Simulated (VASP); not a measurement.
Wanted: the native input for a VASP 6.6.1 run.

- Task: single point
- Functional: PBE
- Potentials or basis: VASP PAW PBE potentials, release 64 (Ba_sv)
- Cutoff: 520 eV
- k mesh: 6 × 4 × 1
- Occupations: gaussian, width 0.1 eV
- Spin: no spin polarisation
- Dipole correction: yes
- Further INCAR settings: ALGO = Normal; EDIFF = 1e-07; NBANDS = 11

The structure of Ba lies in POSCAR:

```
Ba
1.0
    3.2499840000      0.0000000000      0.0000000000
    0.0000000000      3.7544220000      0.0000000000
    0.0000000000      0.0000000000     14.0000000000
Ba
1
Direct
    0.0000000000      0.0000000000      0.5000000000
```

The input as run:

INCAR

```
PREC = Accurate
ENCUT = 520
EDIFF = 1E-7
ISMEAR = 0
SIGMA = 0.1
LREAL = F
LASPH = T
NELM = 100
ALGO = Normal
ISIF = 2
LWAVE = F
LCHARG = T
LDIPOL = T
IDIPOL = 3
DIPOL = 0.5 0.5 0.500
GGA = PE
LELF = T
LVHAR = T
LVACPOTAV = T
NBANDS = 11
```

KPOINTS

```
Automatic mesh
0
Gamma
  6 4 1
```

Potentials or basis: VASP PAW PBE potentials, release 64 (Ba_sv).

The run is started by

```sh
$ cat potpaw_PBE.64/Ba_sv/POTCAR > POTCAR
$ mpirun -np 1 vasp_std > vasp.out
```

It gave:

* Band gap on the k mesh: zero (band 5 reaches -1.14 eV, above the bottom of band 6 at -1.32 eV)

Caveat: the k points lie up to 0.42 Å⁻¹ apart; spin-orbit coupling is left out, which moves the levels of the heavy elements.

Run time: 27 s on 1 thread of Intel(R) Xeon(R) Platinum 8375C CPU @ 2.90GHz (Ice Lake), on a shared host, peak memory 0.25 GiB.
